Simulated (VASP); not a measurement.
# Si in VASP: relaxation of the atoms with PBEsol

Aim: the relaxation of the atoms of Si with PBEsol.

Everything below comes from runs of VASP 6.6.1. Logs are shortened: lines on timing, memory, paths and dates and some standing lists are left out, and cuts for length are marked.

## Step 1: The cell of the first run

The cell holds a slab with vacuum, 8 atoms: a = 3.825 Å, b = 3.825 Å, c = 27.283 Å, α = 90.00°, β = 90.00°, γ = 120.00°.

## Step 2: Relaxation of the atoms, PBEsol

Contents of INCAR:

```
  PREC = Accurate
  ENCUT = 520
  EDIFF = 1E-7
  ISMEAR = 0
  SIGMA = 0.05
  LREAL = False
  LASPH = True
  NELM = 100
  ALGO = Normal
  ISIF = 2
  LWAVE = False
  LCHARG = False
  LDIPOL = True
  IDIPOL = 3
  DIPOL = 0.5 0.5 0.500
  GGA = PS
  IBRION = 2
  NSW = 90
  EDIFFG = -0.03
```

Contents of KPOINTS:

```
regular mesh
0
Gamma
  9 9 1
```

Contents of POSCAR:

```
Si
1.0
    3.8248883478      0.0000000000      0.0000000000
   -1.9124441739      3.3124504758      0.0000000000
    0.0000000000      0.0000000000     27.2832822053
Si
8
Selective dynamics
Direct
    0.6666666667      0.3333333333      0.3115460939  F F F
    0.3333333333      0.6666666667      0.3407519220  F F F
    0.3333333333      0.6666666667      0.4274467553  F F F
    0.6666666667      0.3333333333      0.4566525834  F F F
    0.6666666667      0.3333333333      0.5433474166  T T T
    0.3333333333      0.6666666667      0.5725532447  T T T
    0.3333333333      0.6666666667      0.6592480780  T T T
    0.6666666667      0.3333333333      0.6884539061  T T T
```

Potentials or basis: VASP PAW PBE potentials, release 64 (Si).

On the command line:

```console
cat potpaw_PBE.64/Si/POTCAR > POTCAR
mpirun -np 1 vasp_std > vasp.out
```

OUTCAR:

```text
PREC = Accurate
   ENCUT = 520
   EDIFF = 1E-7
   ISMEAR = 0
   LREAL = False
   LASPH = True
   NELM = 100
   ISIF = 2
   GGA = PS
   IBRION = 2
   NSW = 90
   EDIFFG = -0.03

 ion  position               nearest neighbor table
   1  0.667  0.333  0.312-   2 2.35   2 2.35   2 2.35
   2  0.333  0.667  0.341-   1 2.35   1 2.35   1 2.35   3 2.37
   3  0.333  0.667  0.427-   4 2.35   4 2.35   4 2.35   2 2.37
   4  0.667  0.333  0.457-   3 2.35   3 2.35   3 2.35   5 2.37
   5  0.667  0.333  0.543-   6 2.35   6 2.35   6 2.35   4 2.37
   6  0.333  0.667  0.573-   5 2.35   5 2.35   5 2.35   7 2.37
   7  0.333  0.667  0.659-   8 2.35   8 2.35   8 2.35   6 2.37
   8  0.667  0.333  0.688-   7 2.35   7 2.35   7 2.35

  LATTYP: Found a hexagonal cell.
 ALAT       =     3.8248883478
 C/A-ratio  =     7.1330924525

  Lattice vectors:

 A1 = (   3.8248883478,   0.0000000000,   0.0000000000)
 A2 = (  -1.9124441739,   3.3124504758,   0.0000000000)
 A3 = (   0.0000000000,   0.0000000000,  27.2832822053)

Analysis of symmetry for initial positions (statically):
=====================================================================
 Subroutine PRICEL returns:
 Original cell was already a primitive cell.

 Routine SETGRP: Setting up the symmetry group for a
 hexagonal supercell.

 Subroutine GETGRP returns: Found 12 space group operations
 (whereof 12 operations were pure point group operations)
 out of a pool of 24 trial point group operations.

The static configuration has the point symmetry D_3h.

Analysis of symmetry for dynamics (positions and initial velocities):
=====================================================================
 Subroutine PRICEL returns:
 Original cell was already a primitive cell.

 Routine SETGRP: Setting up the symmetry group for a
 hexagonal supercell.

 Subroutine GETGRP returns: Found 12 space group operations
 (whereof 12 operations were pure point group operations)
 out of a pool of 24 trial point group operations.

The dynamic configuration has the point symmetry D_3h.

Analysis of constrained symmetry for selective dynamics:
=====================================================================
 Subroutine PRICEL returns:
 Original cell was already a primitive cell.

 Routine SETGRP: Setting up the symmetry group for a
 hexagonal supercell.

 Subroutine GETGRP returns: Found  6 space group operations
 (whereof  6 operations were pure point group operations)
 out of a pool of 24 trial point group operations.

The constrained configuration has the point symmetry C_3v.

 Subroutine INISYM returns: Found  6 space group operations
 (whereof  6 operations are pure point group operations),
 and found     1 'primitive' translations

----------------------------------------------------------------------------------------

                                     Primitive cell

  volume of cell :     345.6725

  direct lattice vectors                    reciprocal lattice vectors
     3.824888348  0.000000000  0.000000000     0.261445540  0.150945653  0.000000000
    -1.912444174  3.312450476  0.000000000     0.000000000  0.301891306  0.000000000
     0.000000000  0.000000000 27.283282205     0.000000000  0.000000000  0.036652482

  length of vectors
     3.824888348  3.824888348 27.283282205     0.301891306  0.301891306  0.036652482

  position of ions in fractional coordinates (direct lattice)
     0.666666667  0.333333333  0.311546094
     0.333333333  0.666666667  0.340751922
     0.333333333  0.666666667  0.427446755
     0.666666667  0.333333333  0.456652583
     0.666666667  0.333333333  0.543347417
     0.333333333  0.666666667  0.572553245
     0.333333333  0.666666667  0.659248078
     0.666666667  0.333333333  0.688453906

  ion indices of the primitive-cell ions
   primitive index   ion index
                 1           1
[... 41 lines left out ...]
  0.111111  0.111111  0.000000      6.000000
  0.222222  0.111111  0.000000     12.000000
  0.333333  0.111111  0.000000     12.000000
  0.444444  0.111111  0.000000      6.000000
  0.222222  0.222222  0.000000      6.000000
  0.333333  0.222222  0.000000     12.000000
  0.333333  0.333333  0.000000      2.000000
   k-points           NKPTS =     12   k-points in BZ     NKDIM =     12   number of bands    NBANDS=     21
   number of dos      NEDOS =    301   number of ions     NIONS =      8
   total plane-waves  NPLWV = 164640
   dimension x,y,z NGX =    28 NGY =   28 NGZ =  210
   dimension x,y,z NGXF=    56 NGYF=   56 NGZF=  420
   ions per type =               8
   NGX,Y,Z   is equivalent  to a cutoff of  12.17, 12.17, 12.80 a.u.
   NGXF,Y,Z  is equivalent  to a cutoff of  24.34, 24.34, 25.59 a.u.
 SYSTEM =  unknown system
   PREC   = accura    normal or accurate (medium, high low for compatibility)
   ISTART =      0    job   : 0-new  1-cont  2-samecut
   ICHARG =      2    charge: 1-file 2-atom 10-const
   ISPIN  =      1    spin polarized calculation?
   LNONCOLLINEAR =      F non collinear calculations
   LSORBIT =      F    spin-orbit coupling
   LASPH  =      T    aspherical Exc in radial PAW
   ENCUT  =  520.0 eV  38.22 Ry    6.18 a.u.   7.11  7.11 50.73*2*pi/ulx,y,z
   NELM   =    100;   NELMIN=  2; NELMDL= -5     # of ELM steps
   EDIFF  = 0.1E-06   stopping-criterion for ELM
   LREAL  =      F    real-space projection
   EDIFFG = -.3E-01   stopping-criterion for IOM
   NSW    =     90    number of steps for IOM
   IBRION =      2    ionic relax: 0-MD 1-quasi-New 2-CG
   NFREE  =      1    steps in history (QN), initial steepest desc. (CG)
   ISIF   =      2    stress and relaxation
   ISYM   =      2    0-nonsym 1-usesym 2-fastsym
   POTIM  = 0.5000    time-step for ionic-motion
   TEBEG  =    0.0;   TEEND  =   0.0 temperature during run
   PSTRESS=    0.0 pullay stress
   NELECT =      32.0000    total number of electrons
   NUPDOWN=      -1.0000    fix difference up-down
   EMIN   =  10.00;   EMAX   =-10.00  energy-range for DOS
   EFERMI =   0.00;   METHOD = LEGACY
   ISMEAR =     0;   SIGMA  =   0.05  broadening in eV -4-tet -1-fermi 0-gaus
   EFERMI_NEDOS =   21; number of points for ismear=-14 and -15
   IALGO  =     38    algorithm
   IMIX   =      4    mixing-type and parameters
     AMIX     =   0.40;   BMIX     =  1.00
     AMIX_MAG =   1.60;   BMIX_MAG =  1.00
  volume/ion in A,a.u.               =      43.21       291.59
  Fermi-wavevector in a.u.,A,eV,Ry     =   0.740576  1.399487  7.462163  0.548453
  Thomas-Fermi vector in A             =   1.835012
   LORBIT       =      0    0 simple, 1 ext, 2 COOP (PROOUT), +10 PAW based schemes
   GGA     = PS    functional components
   LHFCALC =     F    Hartree Fock is set to
   AEXX    =    0.0000 exact exchange contribution
   IVDW    =     0    specifies the selected vdW correction
   LEPSILON=     F    determine dielectric tensor
   LRPA    =     F    only Hartree local field effects (RPA)
 conjugate gradient relaxation of ions
 non-spin polarized calculation
 Gauss-broadening in eV      SIGMA  =   0.05
  energy-cutoff  :      520.00
  volume of cell :      345.67
 maximum number of plane-waves:      9393
   NGX = 15   NGY = 15   NGZ =101

 dipolmoment           0.000000      0.000000      0.000013 electrons x Angstroem

--------------------------------------- Ionic step        1  -------------------------------------------

 number of electron      31.9999998 magnetization

 Free energy of the ion-electron system (eV)
  ---------------------------------------------------
  ext. energy  EPLUGINS =         0.00000000
  ---------------------------------------------------
  free energy    TOTEN  =       -43.12596845 eV

  energy without entropy =      -43.12085725  energy(sigma->0) =      -43.12341285

------------------------ aborting loop because EDIFF is reached ----------------------------------------

  FORCE on cell =-STRESS in cart. coord.  units (eV):
  Direction    XX          YY          ZZ          XY          YZ          ZX
  --------------------------------------------------------------------------------------
  -------------------------------------------------------------------------------------
  Total       -0.2712095     -0.2712095     -0.3062923      0.0000000      0.0000000      0.0000000
  in kB       -1.2570446     -1.2570446     -1.4196522      0.0000000      0.0000000      0.0000000
  external PRESSURE =      -1.3112471 kB  Pullay stress =       0.0000000 kB
[... 31 lines left out ...]
 number of electron      31.9999998 magnetization

------------------------ aborting loop because EDIFF is reached ----------------------------------------

 vacuum level on the upper side and lower side of the slab       (xc-potential included)        -0.232        -0.167

  FORCE on cell =-STRESS in cart. coord.  units (eV):
  Direction    XX          YY          ZZ          XY          YZ          ZX
  --------------------------------------------------------------------------------------
  -------------------------------------------------------------------------------------
  Total        0.1148740      0.1148740     -0.6873621     -0.0000000      0.0000000      0.0000000
  in kB        0.5324363      0.5324363     -3.1858946     -0.0000000      0.0000000      0.0000000
  external PRESSURE =      -0.7070073 kB  Pullay stress =       0.0000000 kB
[... 281 lines left out ...]
--------------------------------------- Ionic step        9  -------------------------------------------

 number of electron      31.9999998 magnetization

 dipolmoment           0.000000      0.000000     -0.009084 electrons x Angstroem

 Free energy of the ion-electron system (eV)
  ---------------------------------------------------
  ext. energy  EPLUGINS =         0.00000000
  ---------------------------------------------------
  free energy    TOTEN  =       -43.16326902 eV

  energy without entropy =      -43.15832131  energy(sigma->0) =      -43.16079517

 E-fermi :   0.0787     XC(G=0):  -4.9467

 val. band max:        0.0286162033   @ k =   0.1111   0.0000   0.0000
 cond. band min:       0.1147055976   @ k =   0.3333   0.2222   0.0000
 fundamental gap:      0.0860893943
 Fermi energy:         0.0787112014

 k-point     1 :       0.0000    0.0000    0.0000
  band No.  band energies     occupation
      1     -11.7453      2.00000
      2     -11.2384      2.00000
      3     -10.5052      2.00000
      4      -9.8263      2.00000
      5      -6.1865      2.00000
      6      -4.5794      2.00000
[... 277 lines left out ...]
     20       3.0831      0.00000
     21       3.6240      0.00000

------------------------ aborting loop because EDIFF is reached ----------------------------------------

 vacuum level on the upper side and lower side of the slab       (xc-potential included)        -0.074         0.050

  FORCE on cell =-STRESS in cart. coord.  units (eV):
  Direction    XX          YY          ZZ          XY          YZ          ZX
  --------------------------------------------------------------------------------------
  -------------------------------------------------------------------------------------
  Total        0.3826336      0.3826336     -0.4797555      0.0000000      0.0000000      0.0000000
  in kB        1.7734908      1.7734908     -2.2236465      0.0000000      0.0000000      0.0000000
  external PRESSURE =       0.4411117 kB  Pullay stress =       0.0000000 kB
[... 23 lines left out ...]
  FREE ENERGIE OF THE ION-ELECTRON SYSTEM (eV)
  ---------------------------------------------------
  free  energy   TOTEN  =       -43.1632690165 eV

  energy  without entropy=      -43.1583213144  energy(sigma->0) =      -43.16079517

 reached required accuracy - stopping structural energy minimisation

 vacuum level on the upper side and lower side of the slab         4.798         4.925
```

It took 19 min on 1 thread of Oxide Virtual Turin-like, shared host; peak memory 0.42 GiB.

What came out:

- Free energy: -43.1633 eV
- Energy gained by relaxing: 4.7 meV/atom
- Ionic steps: 9
- Band gap on the k mesh: zero (bands 16 and 17 overlap by 0.33 eV)

The path:
```tsv
step	energy change (eV)	largest force on free atoms (eV/Å)	pressure (GPa)
1	0.0000	0.7218	-0.13
2	-0.0286	0.2980	-0.07
3	-0.0325	0.1932	-0.04
4	-0.0326	0.2027	-0.03
5	-0.0354	0.1016	-0.01
6	-0.0363	0.0911	0.01
7	-0.0370	0.0366	0.02
8	-0.0371	0.0317	0.04
9	-0.0373	0.0289	0.04
```

Final structure:
```
Si
1.0
     3.82489    0.00000    0.00000
    -1.91244    3.31245    0.00000
     0.00000    0.00000   27.28328
Si
8
Direct
  0.66667 0.33333 0.31155
  0.33333 0.66667 0.34075
  0.33333 0.66667 0.42745
  0.66667 0.33333 0.45665
  0.66667 0.33333 0.54359
  0.33333 0.66667 0.57255
  0.33333 0.66667 0.66095
  0.66667 0.33333 0.68570
```

Caveat: the PAW data sets were made with another functional, which shifts forces and pressure a little.
